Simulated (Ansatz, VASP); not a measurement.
## One calculation of In2GaP3, two programs

```xyz
6
Lattice="2.6988 1.5582 5.5500 -2.6988 1.5582 5.5500 0.0000 -3.1163 5.5500" Properties=species:S:1:pos:R:3 pbc="T T T"
In    0.0000    0.0000    3.1705
In    0.0000    0.0000   13.4794
Ga    0.0000    0.0000    0.0000
P     0.0000    1.5582    5.5500
P    -1.3494   -0.7791    5.5500
P     1.3494   -0.7791    5.5500
```

Alike in both runs: functional PBE; k mesh 3 × 3 × 3; occupations gaussian, width 0.1 eV; no spin polarisation.

Ansatz relaxed the structure, and its values are those at the end. VASP's run is a single point on that final structure, the one shown.

```csv
,VASP,Ansatz
version,VASP 6.6.1,Ansatz 0.2.0
potentials or method,"VASP PAW PBE potentials, release 64 (In_d, Ga_d, P), cutoff 520 eV","scalar-relativistic, plane waves, PAW"
valence electrons in the cell,54,54
```

```tsv
	VASP	Ansatz	Ansatz less VASP
gap on the k mesh at the Fermi level (eV)	none	none	-
pressure (GPa)	0.0	0.0	+0.02
```

A gap of «none» marks a metal or a gap that the smearing closes. With one functional, cell and mesh, what is left measures potentials, basis and numerics.

The k mesh is coarse, so the values compare programs but aren't converged.
